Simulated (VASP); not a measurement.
Here is a VASP 6.6.1 calculation.

The input INCAR:

```
SYSTEM = Al16N15
ALGO = Normal ; EDIFF = 1E-6
ENCUT = 520 ; GGA = PE
GGA_COMPAT = .FALSE. ; ISIF = 2
ISMEAR = -1 ; LASPH = .TRUE.
LCHARG = .FALSE. ; LREAL = Auto
LWAVE = .FALSE. ; NBANDS = 82
NELECT = 122.0 ; NELM = 120
PREC = Accurate ; SIGMA = 0.01
```

The input KPOINTS:

```
k-points
0
G
  1 1 1
  0 0 0
```

POSCAR

```
Al16N15
1.0
    6.2595139128      0.0000000578      0.0000000000
   -3.1297570064      5.4208980350      0.0000000000
    0.0000000000      0.0000000000     10.0348065929
Al N
16 15
Direct
    0.3318147562      0.1660143384      0.2501706644
    0.1677252509      0.3305260850      0.5015037561
    0.3322810991      0.1667242133      0.7500036903
    0.1656467325      0.3327382971      0.9990955619
    0.3321296592      0.6630661403      0.2484756465
    0.1730148360      0.8358269369      0.4998630336
    0.3308613743      0.6643248297      0.7502446480
    0.1657025581      0.8334015317      0.9994121870
    0.8354209900      0.1666410569      0.2486189376
    0.6626901848      0.3258169254      0.4999362503
    0.8339169833      0.1669022355      0.7501897276
    0.6649623053      0.3325233586      0.9994597481
    0.8324045852      0.6658281272      0.2416395098
    0.6631511292      0.8346548191      0.5010903805
    0.8325304464      0.6660924117      0.7506126348
    0.6651541189      0.8334596156      0.9987158918
    0.3337460985      0.1645041409      0.4400861663
    0.1676521484      0.3307297291      0.1893758101
    0.3314869409      0.1669282216      0.9397585022
    0.1669737434      0.3313186287      0.6898277638
    0.3310193509      0.6632845950      0.4387478898
    0.1669698233      0.8309529336      0.1926829807
    0.3308122171      0.6680442525      0.9399540312
    0.1652072993      0.8311881221      0.6874448396
    0.8347499713      0.1670118493      0.4389379795
    0.6663703351      0.3308314252      0.1925853951
    0.8304730255      0.1677188305      0.9398980466
    0.6683068860      0.3338433985      0.6876174516
    0.6675299990      0.8321003293      0.1909454873
    0.8310034307      0.6673860776      0.9406573251
    0.6666207397      0.8303786609      0.6886682984
```

Potentials or basis: VASP PAW PBE potentials, release 64 (Al, N).

Launch:

```console
$ cat potpaw_PBE.64/Al/POTCAR potpaw_PBE.64/N/POTCAR > POTCAR
$ mpirun -np 1 vasp_gam > vasp.out
```

Task: Estimate the largest force.

Result: 0.808 eV/Å.

Forces in eV/Å, atoms in the order of the input:
```
Al   0.142 -0.086 -0.752
Al  -0.227  0.121 -0.333
Al   0.167 -0.096 -0.381
Al  -0.106  0.064 -0.418
Al   0.097 -0.020 -0.555
Al   0.294 -0.087  0.217
Al   0.099  0.016 -0.424
Al  -0.080  0.068 -0.406
Al   0.056 -0.067 -0.552
Al   0.234 -0.232  0.213
Al   0.029 -0.080 -0.430
Al  -0.111  0.046 -0.420
Al   0.154 -0.106 -0.786
Al  -0.339  0.209  0.010
Al   0.114 -0.064 -0.339
Al  -0.121  0.069 -0.434
N   -0.528  0.317  0.110
N   -0.152  0.096  0.465
N    0.269 -0.158  0.473
N   -0.137  0.071  0.451
N    0.179 -0.362  0.283
N   -0.307  0.013  0.284
N    0.193  0.010  0.488
N   -0.166  0.035  0.469
N    0.403  0.040  0.278
N   -0.119  0.298  0.300
N    0.092 -0.187  0.481
N   -0.148  0.087  0.446
N   -0.060 -0.025  0.389
N    0.166 -0.095  0.468
N   -0.085  0.102  0.405
```

Caveat: the k points lie up to 1.16 Å⁻¹ apart, too coarse for converged energies, forces and pressures; the cell carries a net charge on a neutralising background, which shifts energy and pressure.
